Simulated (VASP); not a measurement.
Write the native input for VASP 6.6.1 that does the following.

| Quantity | Value |
| --- | --- |
| Task | single point |
| Functional | PBE |
| Potentials or basis | VASP PAW PBE potentials, release 64 (Zn, S) |
| Cutoff | 520 eV |
| k mesh | 8 × 8 × 8 |
| Occupations | fermi-dirac, width 0.02 eV |
| Spin | no spin polarisation |
| Dipole correction | no |
| Further INCAR settings | ALGO = Normal; EDIFF = 1e-07; NBANDS = 36 |

The structure of ZnS lies in POSCAR:

```
ZnS
1.0
    1.8872848864      1.0896244372      9.2753428367
   -1.8872848864      1.0896244372      9.2753428367
    0.0000000000     -2.1792488744      9.2753428367
Zn S
3 3
Direct
    0.9999875143      0.9999875143      0.9999875143
    0.2222958693      0.2222958693      0.2222958693
    0.4445845403      0.4445845403      0.4445845403
    0.0832499918      0.0832499918      0.0832499918
    0.5278179664      0.5278179664      0.5278179664
    0.3053901181      0.3053901181      0.3053901181
```

This cell differs from its parent crystal: strain -0.9%.

One way to write it, as run:

INCAR

```
PREC = Accurate
ENCUT = 520
EDIFF = 1E-7
ISMEAR = -1
SIGMA = 0.02
LREAL = F
LASPH = T
NELM = 60
ALGO = Normal
ISIF = 2
LWAVE = F
LCHARG = F
GGA = PE
NBANDS = 36
```

KPOINTS

```
Automatic mesh
0
Gamma
  8 8 8
```

Potentials or basis: VASP PAW PBE potentials, release 64 (Zn, S).

The run is started by

```bash
$ cat potpaw_PBE.64/Zn/POTCAR potpaw_PBE.64/S/POTCAR > POTCAR
$ mpirun -np 1 vasp_std > vasp.out
```

Results of the run:

| Quantity | Value |
| --- | --- |
| Pressure | 4.6 GPa |
| Band gap on the k mesh | 2.31 eV |

Caveat: the cell differs from its parent crystal (strain -0.9%); the cell stands under pressure.

Wall time 16 min on 1 thread of AMD EPYC 9R45 96-Core Processor (Zen 5) (shared host), peak memory 0.77 GiB.
